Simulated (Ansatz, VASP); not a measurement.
**Two plane-wave programs on ZrB2**

```
Zr B
1.0
     3.19520    0.00000    0.00000
    -1.59760    2.76712    0.00000
     0.00000    0.00000    3.60520
Zr B
1 2
Direct
  0.00000 0.00000 0.00000
  0.33333 0.66667 0.50000
  0.66667 0.33333 0.50000
```

Alike in both runs: task single point; functional LDA; k mesh 15 × 15 × 12; occupations gaussian, width 0.15 eV; no spin polarisation.

|  | VASP | Ansatz |
| --- | --- | --- |
| version | VASP 6.6.1 | Ansatz 0.2.0 |
| potentials or method | VASP PAW LDA potentials, release 64 (Zr_sv, B), cutoff 520 eV | scalar-relativistic, plane waves, PAW |
| valence electrons in the cell | 18 | 18 |

```tsv
	VASP	Ansatz	Ansatz less VASP
gap on the k mesh at the Fermi level (eV)	none	none	-
pressure (GPa)	-15.8	-16.2	-0.42
traceless stress, the component that is largest in VASP (GPa)	-1.71	-1.73	-0.018
```

LDA's correlation is that of Perdew and Zunger in VASP and of Perdew and Wang (1992) in Ansatz. A gap of «none» marks a metal or a gap that the smearing closes.
